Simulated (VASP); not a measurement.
# TaTlH4 (P4/mmm) in VASP: relaxation of cell and atoms with PBE

Aim: the relaxation of cell and atoms of TaTlH4 with PBE.

All numbers are computed with VASP 6.6.1; they aren't measurements. Logs are shortened: lines on timing, memory, paths and dates and some standing lists are left out, and cuts for length are marked.

## 1. The cell of the first run

Symmetry: P4/mmm, No. 123, tetragonal system. Conventional cell: a = 4.206 Å, b = 4.206 Å, c = 5.948 Å, α = 90.00°, β = 90.00°, γ = 90.00°. Within 3.4 Å of Ta (site symmetry 4/mmm) lie 8 H at 2.58 Å. Tl (site symmetry 4/mmm) has 8 H at 2.58 Å within 3.4 Å. H (site symmetry 2mm) has 2 Ta at 2.58 Å and 2 Tl at 2.58 Å and 6 H at 2.97 Å within 3.4 Å.

## 2. Relaxation of cell and atoms, PBE

INCAR reads:

```
SYSTEM = TaTlH4
ALGO = Normal
EDIFF = 1E-7
EDIFFG = -0.04
ENCUT = 500
GGA = PE
GGA_COMPAT = .False.
IBRION = 2
ISIF = 3
ISMEAR = 0
LASPH = .True.
LCHARG = .False.
LREAL = .False.
LWAVE = .False.
NELM = 120
NELMIN = 4
NSW = 90
PREC = Accurate
SIGMA = 0.1
```

KPOINTS reads:

```
k-points
0
Gamma
  4 4 4
  0 0 0
```

POSCAR reads:

```
TaTlH4
1.0
    4.2057738900      0.0000000000      0.0000000000
    0.0000000000      4.2057738900      0.0000000000
    0.0000000000      0.0000000000      5.9478624700
Ta Tl H
1 1 4
Direct
    0.5000000000      0.5000000000      0.5000000000
    0.0000000000      0.0000000000      0.0000000000
    0.5000000000      0.0000000000      0.2500000000
    0.0000000000      0.5000000000      0.7500000000
    0.5000000000      0.0000000000      0.7500000000
    0.0000000000      0.5000000000      0.2500000000
```

Potentials or basis: VASP PAW PBE potentials, release 64 (Ta_sv_GW, Tl_d, H).

The run is started by

```
> cat potpaw_PBE.64/Ta_sv_GW/POTCAR potpaw_PBE.64/Tl_d/POTCAR potpaw_PBE.64/H/POTCAR > POTCAR
> mpirun -np 1 vasp_std > vasp.out
```

OUTCAR:

```text
SYSTEM = TaTlH4
   EDIFF = 1E-7
   EDIFFG = -0.04
   ENCUT = 500
   GGA = PE
   IBRION = 2
   ISIF = 3
   ISMEAR = 0
   LASPH = .True.
   LREAL = .False.
   NELM = 120
   NELMIN = 4
   NSW = 90
   PREC = Accurate

 ion  position               nearest neighbor table
   1  0.500  0.500  0.500-
   2  0.000  0.000  0.000-
   3  0.500  0.000  0.250-
   4  0.000  0.500  0.750-
   5  0.500  0.000  0.750-
   6  0.000  0.500  0.250-

  LATTYP: Found a simple tetragonal cell.
 ALAT       =     4.2057738900
 C/A-ratio  =     1.4142135611

  Lattice vectors:

 A1 = (   4.2057738900,   0.0000000000,   0.0000000000)
 A2 = (   0.0000000000,   4.2057738900,   0.0000000000)
 A3 = (   0.0000000000,   0.0000000000,   5.9478624700)

Analysis of symmetry for initial positions (statically):
=====================================================================
 Subroutine PRICEL returns:
 Original cell was already a primitive cell.

 Routine SETGRP: Setting up the symmetry group for a
 simple tetragonal supercell.

 Subroutine GETGRP returns: Found 16 space group operations
 (whereof 16 operations were pure point group operations)
 out of a pool of 16 trial point group operations.

The static configuration has the point symmetry D_4h.

Analysis of symmetry for dynamics (positions and initial velocities):
=====================================================================
 Subroutine PRICEL returns:
 Original cell was already a primitive cell.

 Routine SETGRP: Setting up the symmetry group for a
 simple tetragonal supercell.

 Subroutine GETGRP returns: Found 16 space group operations
 (whereof 16 operations were pure point group operations)
 out of a pool of 16 trial point group operations.

The dynamic configuration has the point symmetry D_4h.

 Subroutine INISYM returns: Found 16 space group operations
 (whereof 16 operations are pure point group operations),
 and found     1 'primitive' translations

----------------------------------------------------------------------------------------

                                     Primitive cell

  volume of cell :     105.2090

  direct lattice vectors                    reciprocal lattice vectors
     4.205773890  0.000000000  0.000000000     0.237768369  0.000000000  0.000000000
     0.000000000  4.205773890  0.000000000     0.000000000  0.237768369  0.000000000
     0.000000000  0.000000000  5.947862470     0.000000000  0.000000000  0.168127627

  length of vectors
     4.205773890  4.205773890  5.947862470     0.237768369  0.237768369  0.168127627

  position of ions in fractional coordinates (direct lattice)
     0.500000000  0.500000000  0.500000000
     0.000000000  0.000000000  0.000000000
     0.500000000  0.000000000  0.250000000
     0.000000000  0.500000000  0.750000000
     0.500000000  0.000000000  0.750000000
     0.000000000  0.500000000  0.250000000

  ion indices of the primitive-cell ions
   primitive index   ion index
                 1           1
                 2           2
                 3           3
                 4           4
                 5           5
                 6           6

----------------------------------------------------------------------------------------

 KPOINTS: k-points

Automatic generation of k-mesh.
 Grid dimensions read from file:
 generate k-points for:    4    4    4

 Generating k-lattice:

  Cartesian coordinates                     Fractional coordinates (reciprocal lattice)
     0.059442092  0.000000000  0.000000000     0.250000000  0.000000000  0.000000000
     0.000000000  0.059442092  0.000000000     0.000000000  0.250000000  0.000000000
     0.000000000  0.000000000  0.042031907     0.000000000  0.000000000  0.250000000

  Length of vectors
     0.059442092  0.059442092  0.042031907

  Shift w.r.t. Gamma in fractional coordinates (k-lattice)
     0.000000000  0.000000000  0.000000000

 Subroutine IBZKPT returns following result:
 ===========================================

 Found     18 irreducible k-points:

 Following reciprocal coordinates:
            Coordinates               Weight
  0.000000  0.000000  0.000000      1.000000
  0.250000  0.000000  0.000000      4.000000
  0.500000  0.000000  0.000000      2.000000
  0.250000  0.250000  0.000000      4.000000
  0.500000  0.250000  0.000000      4.000000
  0.500000  0.500000  0.000000      1.000000
[... 10 lines left out ...]
  0.500000  0.250000  0.500000      4.000000
  0.500000  0.500000  0.500000      1.000000
   k-points           NKPTS =     18   k-points in BZ     NKDIM =     18   number of bands    NBANDS=     19
   number of dos      NEDOS =    301   number of ions     NIONS =      6
   total plane-waves  NPLWV =  49152
   dimension x,y,z NGX =    32 NGY =   32 NGZ =   48
   dimension x,y,z NGXF=    64 NGYF=   64 NGZF=   96
   ions per type =               1   1   4
   NGX,Y,Z   is equivalent  to a cutoff of  12.65, 12.65, 13.42 a.u.
   NGXF,Y,Z  is equivalent  to a cutoff of  25.30, 25.30, 26.83 a.u.
 SYSTEM =  TaTlH4
   PREC   = accura    normal or accurate (medium, high low for compatibility)
   ISTART =      0    job   : 0-new  1-cont  2-samecut
   ICHARG =      2    charge: 1-file 2-atom 10-const
   ISPIN  =      1    spin polarized calculation?
   LNONCOLLINEAR =      F non collinear calculations
   LSORBIT =      F    spin-orbit coupling
   LASPH  =      T    aspherical Exc in radial PAW
   ENCUT  =  500.0 eV  36.75 Ry    6.06 a.u.   7.67  7.67 10.84*2*pi/ulx,y,z
   NELM   =    120;   NELMIN=  4; NELMDL= -5     # of ELM steps
   EDIFF  = 0.1E-06   stopping-criterion for ELM
   LREAL  =      F    real-space projection
   EDIFFG = -.4E-01   stopping-criterion for IOM
   NSW    =     90    number of steps for IOM
   IBRION =      2    ionic relax: 0-MD 1-quasi-New 2-CG
   NFREE  =      1    steps in history (QN), initial steepest desc. (CG)
   ISIF   =      3    stress and relaxation
   ISYM   =      2    0-nonsym 1-usesym 2-fastsym
   POTIM  = 0.5000    time-step for ionic-motion
   TEBEG  =    0.0;   TEEND  =   0.0 temperature during run
   PSTRESS=    0.0 pullay stress
   NELECT =      30.0000    total number of electrons
   NUPDOWN=      -1.0000    fix difference up-down
   EMIN   =  10.00;   EMAX   =-10.00  energy-range for DOS
   EFERMI =   0.00;   METHOD = LEGACY
   ISMEAR =     0;   SIGMA  =   0.10  broadening in eV -4-tet -1-fermi 0-gaus
   EFERMI_NEDOS =   21; number of points for ismear=-14 and -15
   IALGO  =     38    algorithm
   IMIX   =      4    mixing-type and parameters
     AMIX     =   0.40;   BMIX     =  1.00
     AMIX_MAG =   1.60;   BMIX_MAG =  1.00
  volume/ion in A,a.u.               =      17.53       118.33
  Fermi-wavevector in a.u.,A,eV,Ry     =   1.077534  2.036244 15.797447  1.161080
  Thomas-Fermi vector in A             =   2.213448
   LORBIT       =      0    0 simple, 1 ext, 2 COOP (PROOUT), +10 PAW based schemes
   GGA     = PE    functional components
   LHFCALC =     F    Hartree Fock is set to
   AEXX    =    0.0000 exact exchange contribution
   IVDW    =     0    specifies the selected vdW correction
   LEPSILON=     F    determine dielectric tensor
   LRPA    =     F    only Hartree local field effects (RPA)
 conjugate gradient relaxation of ions
 non-spin polarized calculation
 Gauss-broadening in eV      SIGMA  =   0.10
  energy-cutoff  :      500.00
  volume of cell :      105.21
 maximum number of plane-waves:      2701
 NGX is ok and might be reduce to    32
   NGX = 15   NGY = 15   NGZ = 21

--------------------------------------- Ionic step        1  -------------------------------------------

 number of electron      30.0000002 magnetization

 Free energy of the ion-electron system (eV)
  ---------------------------------------------------
  ext. energy  EPLUGINS =         0.00000000
  ---------------------------------------------------
  free energy    TOTEN  =       -23.21084643 eV

  energy without entropy =      -23.18437833  energy(sigma->0) =      -23.19761238

------------------------ aborting loop because EDIFF is reached ----------------------------------------

  FORCE on cell =-STRESS in cart. coord.  units (eV):
  Direction    XX          YY          ZZ          XY          YZ          ZX
  --------------------------------------------------------------------------------------
  -------------------------------------------------------------------------------------
  Total      -11.0604576    -11.0604576     -7.5970393      0.0000000     -0.0000000     -0.0000000
  in kB     -168.4344479   -168.4344479   -115.6916989      0.0000000     -0.0000000     -0.0000000
  external PRESSURE =    -150.8535316 kB  Pullay stress =       0.0000000 kB
[... 27 lines left out ...]
--------------------------------------- Ionic step        2  -------------------------------------------

 number of electron      30.0000000 magnetization

 E-fermi :   3.7686     XC(G=0):  -9.6197

 val. band max:        3.7637794654   @ k =   0.2500   0.0000   0.5000
 cond. band min:       3.8166653165   @ k =   0.2500   0.0000   0.5000
 fundamental gap:      0.0528858511
 Fermi energy:         3.7685995122

 k-point     1 :       0.0000    0.0000    0.0000
  band No.  band energies     occupation
      1     -65.7317      2.00000
      2     -32.0026      2.00000
      3     -32.0026      2.00000
      4     -31.9180      2.00000
      5      -7.0898      2.00000
      6      -6.8196      2.00000
[... 424 lines left out ...]
--------------------------------------- Ionic step        3  -------------------------------------------

 number of electron      30.0000001 magnetization

 E-fermi :  15.8901     XC(G=0): -14.3119

 val. band max:       15.8361250704   @ k =   0.0000   0.0000   0.5000
 cond. band min:      15.9718736577   @ k =   0.0000   0.0000   0.5000
 fundamental gap:      0.1357485873
 Fermi energy:        15.8901238365

 k-point     1 :       0.0000    0.0000    0.0000
  band No.  band energies     occupation
      1     -51.8037      2.00000
      2     -19.1651      2.00000
      3     -18.0216      2.00000
      4     -18.0216      2.00000
      5      -1.8031      2.00000
      6      -0.3515      2.00000
[... 418 lines left out ...]
  FREE ENERGIE OF THE ION-ELECTRON SYSTEM (eV)
  ---------------------------------------------------
  free  energy   TOTEN  =       -16.8939595584 eV

  energy  without entropy=      -16.8881047135  energy(sigma->0) =      -16.89103214

[... ionic steps 4 to 20 ...]

--------------------------------------- Ionic step       21  -------------------------------------------

 number of electron      30.0000006 magnetization

------------------------ aborting loop because EDIFF is reached ----------------------------------------
[... 75 lines left out ...]
--------------------------------------- Ionic step       23  -------------------------------------------

 number of electron      30.0000006 magnetization

 Free energy of the ion-electron system (eV)
  ---------------------------------------------------
  ext. energy  EPLUGINS =         0.00000000
  ---------------------------------------------------
  free energy    TOTEN  =       -29.51165602 eV

  energy without entropy =      -29.49475927  energy(sigma->0) =      -29.50320764

 E-fermi :   4.7818     XC(G=0): -10.1956

 val. band max:        4.7516474670   @ k =   0.5000   0.0000   0.5000
 cond. band min:       4.7981648605   @ k =   0.5000   0.0000   0.5000
 fundamental gap:      0.0465173935
 Fermi energy:         4.7818175301

 k-point     1 :       0.0000    0.0000    0.0000
  band No.  band energies     occupation
      1     -63.2916      2.00000
      2     -29.8181      2.00000
      3     -29.4886      2.00000
      4     -29.4886      2.00000
      5      -6.9511      2.00000
      6      -6.5987      2.00000
[... 418 lines left out ...]
  FREE ENERGIE OF THE ION-ELECTRON SYSTEM (eV)
  ---------------------------------------------------
  free  energy   TOTEN  =       -29.5116560165 eV

  energy  without entropy=      -29.4947592724  energy(sigma->0) =      -29.50320764

 reached required accuracy - stopping structural energy minimisation
```

It took 11 min on 1 thread of Intel Xeon Platinum 8259CL at 2.50GHz (Skylake/Cascade Lake), shared host; peak memory 0.27 GiB.

What came out:

| Quantity | Value |
| --- | --- |
| Free energy | -29.5117 eV |
| Relaxed volume | 11.60 Å³/atom |
| Relaxed cell | a = 3.102 Å, b = 3.102 Å, c = 7.237 Å, α = 90.00°, β = 90.00°, γ = 90.00° |
| Space group after relaxing (to 0.1 Å) | P4/mmm (No. 123) |
| Pressure after relaxing | 0.0 GPa |
| Largest force after relaxing | 0.030 eV/Å |
| Band gap on the k mesh | zero (bands 15 and 16 overlap by 1.99 eV) |

Forces in eV/Å, atoms in the order of the input:
```
Ta   0.000  0.000  0.000
Tl   0.000  0.000  0.000
H    0.000  0.000 -0.030
H    0.000  0.000  0.030
H    0.000  0.000  0.030
H    0.000  0.000 -0.030
```

Stress tensor (GPa, compression positive):
```
 0.30  0.00  0.00
 0.00  0.30  0.00
 0.00  0.00 -0.54
```

Final structure:
```xyz
6
Lattice="3.1016 0.0000 0.0000 0.0000 3.1016 0.0000 0.0000 0.0000 7.2368" Properties=species:S:1:pos:R:3 pbc="T T T"
Ta    1.5508    1.5508    3.6184
Tl    3.1016    0.0000    0.0000
H     1.5508    0.0000    2.4693
H     3.1016    1.5508    4.7675
H     1.5508    0.0000    4.7675
H     0.0000    1.5508    2.4693
```

Caveat: the k points lie up to 0.51 Å⁻¹ apart in the final cell, too coarse for converged energies and pressures of a metal; the volume moved by over 15 % at a fixed basis, so the end points are rough; spin-orbit coupling is left out, which moves the levels of the heavy elements.

The gap in the log of VASP goes by the Fermi energy; the results here count the filled bands.